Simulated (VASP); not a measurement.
# Al3InAs4 (P-43m) in VASP: further runs

The runs below take Al3InAs4 through relaxation of the atoms, with PBE.

Everything below comes from runs of VASP 6.6.1. Logs are shortened: lines on timing, memory, paths and dates and some standing lists are left out, and cuts for length are marked.

## 1. The cell of the first run

Symmetry: P-43m, No. 215, cubic system. Conventional cell: a = 5.950 Å, b = 5.950 Å, c = 5.950 Å, α = 90.00°, β = 90.00°, γ = 90.00°. Within 3.4 Å of Al (site symmetry -42m) lie 4 As at 2.54 Å. In (site symmetry -43m) has 4 As at 2.69 Å within 3.5 Å. Within 3.4 Å of As (site symmetry 3m) lie 3 Al at 2.54 Å and 1 In at 2.69 Å.

## 2. Relaxation of the atoms, PBE (volume scaled by 1.06)

File INCAR:

```
PREC     = Accurate       # precision mode
ENCUT    = 520            # plane-wave cutoff, eV
EDIFF    = 1E-6           # SCF threshold, eV
ISMEAR   = 0              # smearing method
SIGMA    = 0.02           # smearing width, eV
LREAL    = F              # projectors in reciprocal space
LASPH    = T              # aspherical terms in the spheres
NELM     = 60             # most SCF steps
ALGO     = Normal         # electronic algorithm
ISIF     = 2              # what is computed and relaxed
LWAVE    = F              # write WAVECAR
LCHARG   = F              # write CHGCAR
GGA      = PE             # functional
IBRION   = 2              # ionic algorithm
NSW      = 50             # ionic steps
EDIFFG   = -0.01          # ionic threshold
```

File KPOINTS:

```
Automatic mesh
0
Gamma
  6 6 6
```

File POSCAR:

```
Al3InAs4
1.0
    5.9499376762      0.0000000000      0.0000000000
    0.0000000000      5.9499376762      0.0000000000
    0.0000000000      0.0000000000      5.9499376762
Al In As
3 1 4
Direct
    0.5000000000      0.0000000000      0.0000000000
    0.0000000000      0.0000000000      0.5000000000
    0.0000000000      0.5000000000      0.0000000000
    0.5000000000      0.5000000000      0.5000000000
    0.7606310000      0.2393690000      0.7606310000
    0.7606310000      0.7606310000      0.2393690000
    0.2393690000      0.2393690000      0.2393690000
    0.2393690000      0.7606310000      0.7606310000
```

Potentials or basis: VASP PAW PBE potentials, release 64 (Al, In_d, As).

Command:

```bash
$ cat potpaw_PBE.64/Al/POTCAR potpaw_PBE.64/In_d/POTCAR potpaw_PBE.64/As/POTCAR > POTCAR
$ mpirun -np 1 vasp_std > vasp.out
```

OUTCAR:

```text
PREC = Accurate
   ENCUT = 520
   EDIFF = 1E-6
   ISMEAR = 0
   LREAL = F
   LASPH = T
   NELM = 60
   ISIF = 2
   GGA = PE
   IBRION = 2
   NSW = 50
   EDIFFG = -0.01

 ion  position               nearest neighbor table
   1  0.500  0.000  0.000-   5 2.54   6 2.54   7 2.54   8 2.54
   2  0.000  0.000  0.500-   5 2.54   6 2.54   7 2.54   8 2.54
   3  0.000  0.500  0.000-   5 2.54   6 2.54   7 2.54   8 2.54
   4  0.500  0.500  0.500-   5 2.69   6 2.69   7 2.69   8 2.69
   5  0.761  0.239  0.761-   1 2.54   2 2.54   3 2.54   4 2.69
   6  0.761  0.761  0.239-   1 2.54   2 2.54   3 2.54   4 2.69
   7  0.239  0.239  0.239-   1 2.54   2 2.54   3 2.54   4 2.69
   8  0.239  0.761  0.761-   1 2.54   2 2.54   3 2.54   4 2.69

  LATTYP: Found a simple cubic cell.
 ALAT       =     5.9499376762

  Lattice vectors:

 A1 = (   5.9499376762,   0.0000000000,   0.0000000000)
 A2 = (   0.0000000000,   5.9499376762,   0.0000000000)
 A3 = (   0.0000000000,   0.0000000000,   5.9499376762)

Analysis of symmetry for initial positions (statically):
=====================================================================
 Subroutine PRICEL returns:
 Original cell was already a primitive cell.

 Routine SETGRP: Setting up the symmetry group for a
 simple cubic supercell.

 Subroutine GETGRP returns: Found 24 space group operations
 (whereof 24 operations were pure point group operations)
 out of a pool of 48 trial point group operations.

The static configuration has the point symmetry T_d .

Analysis of symmetry for dynamics (positions and initial velocities):
=====================================================================
 Subroutine PRICEL returns:
 Original cell was already a primitive cell.

 Routine SETGRP: Setting up the symmetry group for a
 simple cubic supercell.

 Subroutine GETGRP returns: Found 24 space group operations
 (whereof 24 operations were pure point group operations)
 out of a pool of 48 trial point group operations.

The dynamic configuration has the point symmetry T_d .

 Subroutine INISYM returns: Found 24 space group operations
 (whereof 24 operations are pure point group operations),
 and found     1 'primitive' translations

----------------------------------------------------------------------------------------

                                     Primitive cell

  volume of cell :     210.6383

  direct lattice vectors                    reciprocal lattice vectors
     5.949937676  0.000000000  0.000000000     0.168068987  0.000000000  0.000000000
     0.000000000  5.949937676  0.000000000     0.000000000  0.168068987  0.000000000
     0.000000000  0.000000000  5.949937676     0.000000000  0.000000000  0.168068987

  length of vectors
     5.949937676  5.949937676  5.949937676     0.168068987  0.168068987  0.168068987

  position of ions in fractional coordinates (direct lattice)
     0.500000000  0.000000000  0.000000000
     0.000000000  0.000000000  0.500000000
     0.000000000  0.500000000  0.000000000
     0.500000000  0.500000000  0.500000000
     0.760631000  0.239369000  0.760631000
     0.760631000  0.760631000  0.239369000
     0.239369000  0.239369000  0.239369000
     0.239369000  0.760631000  0.760631000

  ion indices of the primitive-cell ions
   primitive index   ion index
                 1           1
                 2           2
                 3           3
                 4           4
                 5           5
                 6           6
                 7           7
                 8           8

----------------------------------------------------------------------------------------

 KPOINTS: Automatic mesh

Automatic generation of k-mesh.
 Grid dimensions read from file:
 generate k-points for:    6    6    6

 Generating k-lattice:

  Cartesian coordinates                     Fractional coordinates (reciprocal lattice)
     0.028011498  0.000000000  0.000000000     0.166666667  0.000000000  0.000000000
     0.000000000  0.028011498  0.000000000     0.000000000  0.166666667  0.000000000
     0.000000000  0.000000000  0.028011498     0.000000000  0.000000000  0.166666667

  Length of vectors
     0.028011498  0.028011498  0.028011498

  Shift w.r.t. Gamma in fractional coordinates (k-lattice)
     0.000000000  0.000000000  0.000000000

 Subroutine IBZKPT returns following result:
 ===========================================

 Found     20 irreducible k-points:

 Following reciprocal coordinates:
            Coordinates               Weight
  0.000000  0.000000  0.000000      1.000000
  0.166667  0.000000  0.000000      6.000000
  0.333333  0.000000  0.000000      6.000000
  0.500000  0.000000  0.000000      3.000000
  0.166667  0.166667  0.000000     12.000000
  0.333333  0.166667  0.000000     24.000000
[... 12 lines left out ...]
  0.500000  0.500000  0.333333      6.000000
  0.500000  0.500000  0.500000      1.000000
   k-points           NKPTS =     20   k-points in BZ     NKDIM =     20   number of bands    NBANDS=     26
   number of dos      NEDOS =    301   number of ions     NIONS =      8
   total plane-waves  NPLWV = 110592
   dimension x,y,z NGX =    48 NGY =   48 NGZ =   48
   dimension x,y,z NGXF=    96 NGYF=   96 NGZF=   96
   ions per type =               3   1   4
   NGX,Y,Z   is equivalent  to a cutoff of  13.41, 13.41, 13.41 a.u.
   NGXF,Y,Z  is equivalent  to a cutoff of  26.82, 26.82, 26.82 a.u.
 SYSTEM =  unknown system
   PREC   = accura    normal or accurate (medium, high low for compatibility)
   ISTART =      0    job   : 0-new  1-cont  2-samecut
   ICHARG =      2    charge: 1-file 2-atom 10-const
   ISPIN  =      1    spin polarized calculation?
   LNONCOLLINEAR =      F non collinear calculations
   LSORBIT =      F    spin-orbit coupling
   LASPH  =      T    aspherical Exc in radial PAW
   ENCUT  =  520.0 eV  38.22 Ry    6.18 a.u.  11.06 11.06 11.06*2*pi/ulx,y,z
   NELM   =     60;   NELMIN=  2; NELMDL= -5     # of ELM steps
   EDIFF  = 0.1E-05   stopping-criterion for ELM
   LREAL  =      F    real-space projection
   EDIFFG = -.1E-01   stopping-criterion for IOM
   NSW    =     50    number of steps for IOM
   IBRION =      2    ionic relax: 0-MD 1-quasi-New 2-CG
   NFREE  =      1    steps in history (QN), initial steepest desc. (CG)
   ISIF   =      2    stress and relaxation
   ISYM   =      2    0-nonsym 1-usesym 2-fastsym
   POTIM  = 0.5000    time-step for ionic-motion
   TEBEG  =    0.0;   TEEND  =   0.0 temperature during run
   PSTRESS=    0.0 pullay stress
   NELECT =      42.0000    total number of electrons
   NUPDOWN=      -1.0000    fix difference up-down
   EMIN   =  10.00;   EMAX   =-10.00  energy-range for DOS
   EFERMI =   0.00;   METHOD = LEGACY
   ISMEAR =     0;   SIGMA  =   0.02  broadening in eV -4-tet -1-fermi 0-gaus
   EFERMI_NEDOS =   21; number of points for ismear=-14 and -15
   IALGO  =     38    algorithm
   IMIX   =      4    mixing-type and parameters
     AMIX     =   0.40;   BMIX     =  1.00
     AMIX_MAG =   1.60;   BMIX_MAG =  1.00
  volume/ion in A,a.u.               =      26.33       177.68
  Fermi-wavevector in a.u.,A,eV,Ry     =   0.956413  1.807359 12.445603  0.914726
  Thomas-Fermi vector in A             =   2.085339
   LORBIT       =      0    0 simple, 1 ext, 2 COOP (PROOUT), +10 PAW based schemes
   GGA     = PE    functional components
   LHFCALC =     F    Hartree Fock is set to
   AEXX    =    0.0000 exact exchange contribution
   IVDW    =     0    specifies the selected vdW correction
   LEPSILON=     F    determine dielectric tensor
   LRPA    =     F    only Hartree local field effects (RPA)
 conjugate gradient relaxation of ions
 non-spin polarized calculation
 Gauss-broadening in eV      SIGMA  =   0.02
  energy-cutoff  :      520.00
  volume of cell :      210.64
 maximum number of plane-waves:      5716
 NGX is ok and might be reduce to    48
   NGX = 23   NGY = 23   NGZ = 23

--------------------------------------- Ionic step        1  -------------------------------------------

 number of electron      41.9999999 magnetization

 Free energy of the ion-electron system (eV)
  ---------------------------------------------------
  ext. energy  EPLUGINS =         0.00000000
  ---------------------------------------------------
  free energy    TOTEN  =       -35.67393312 eV

  energy without entropy =      -35.67393312  energy(sigma->0) =      -35.67393312

------------------------ aborting loop because EDIFF is reached ----------------------------------------

  FORCE on cell =-STRESS in cart. coord.  units (eV):
  Direction    XX          YY          ZZ          XY          YZ          ZX
  --------------------------------------------------------------------------------------
  -------------------------------------------------------------------------------------
  Total       -4.0522540     -4.0522540     -4.0522540      0.0000000     -0.0000000      0.0000000
  in kB      -30.8226510    -30.8226510    -30.8226510      0.0000000     -0.0000000      0.0000000
  external PRESSURE =     -30.8226510 kB  Pullay stress =       0.0000000 kB
[... 69 lines left out ...]
  energy  without entropy=      -35.6740384473  energy(sigma->0) =      -35.67403845

--------------------------------------- Ionic step        3  -------------------------------------------

 number of electron      41.9999999 magnetization

 Free energy of the ion-electron system (eV)
  ---------------------------------------------------
  ext. energy  EPLUGINS =         0.00000000
  ---------------------------------------------------
  free energy    TOTEN  =       -35.67407937 eV

  energy without entropy =      -35.67407937  energy(sigma->0) =      -35.67407937

 E-fermi :   3.3503     XC(G=0):  -8.6838

 val. band max:        3.2299082856   @ k =   0.0000   0.0000   0.0000
 cond. band min:       3.9885765301   @ k =   0.0000   0.0000   0.0000
 fundamental gap:      0.7586682444
 Fermi energy:         3.3503119053

 k-point     1 :       0.0000    0.0000    0.0000
  band No.  band energies     occupation
      1     -10.7069      2.00000
      2     -10.7069      2.00000
      3     -10.7069      2.00000
      4     -10.6072      2.00000
      5     -10.6072      2.00000
      6      -8.0874      2.00000
[... 604 lines left out ...]
  FREE ENERGIE OF THE ION-ELECTRON SYSTEM (eV)
  ---------------------------------------------------
  free  energy   TOTEN  =       -35.6740793723 eV

  energy  without entropy=      -35.6740793723  energy(sigma->0) =      -35.67407937

 reached required accuracy - stopping structural energy minimisation
```

Run time: 4.5 min. Hardware: 1 thread of Intel Xeon 8259CL, shared host; peak memory 0.4 GiB.

Results:

```
Free energy               : -35.6741 eV
Energy gained by relaxing : 0.0 meV/atom
Ionic steps               : 3
Pressure after relaxing   : -3.1 GPa
Band gap on the k mesh    : 0.76 eV, direct
```

The path:
```csv
step,energy change (eV),largest force (eV/Å),pressure (GPa)
1,0.0000,0.0265,-3.08
2,-0.0001,0.0142,-3.07
3,-0.0001,0.0003,-3.07
```

Final structure:
```
Al In As
1.0
     5.94994    0.00000    0.00000
     0.00000    5.94994    0.00000
     0.00000    0.00000    5.94994
Al In As
3 1 4
Direct
  0.50000 0.00000 0.00000
  0.00000 0.00000 0.50000
  0.00000 0.50000 0.00000
  0.50000 0.50000 0.50000
  0.76036 0.23964 0.76036
  0.76036 0.76036 0.23964
  0.23964 0.23964 0.23964
  0.23964 0.76036 0.76036
```

Levels at points of the mesh, in eV from the valence-band top:
```
           k point  band 17  band 18  band 19  band 20  band 21  band 22  band 23  band 24  band 25  band 26
(0.00, 0.00, 0.00)    -1.91    -1.91     0.00     0.00     0.00     0.76     1.66     1.69     1.69     1.69
(0.50, 0.00, 0.00)    -2.52    -1.35    -1.35    -1.00    -1.00     2.37     2.61     3.10     3.25     4.25
(0.50, 0.50, 0.00)    -2.47    -1.15    -0.83    -0.65    -0.65     2.82     2.82     2.88     3.42     5.09
(0.50, 0.50, 0.50)    -0.91    -0.91    -0.49    -0.49    -0.49     1.24     1.59     1.59     1.59     4.34
```

Caveat: spin-orbit coupling is left out, which moves the levels of the heavy elements. A k mesh can miss the band edges.

(Continued in part 2 of 2.)
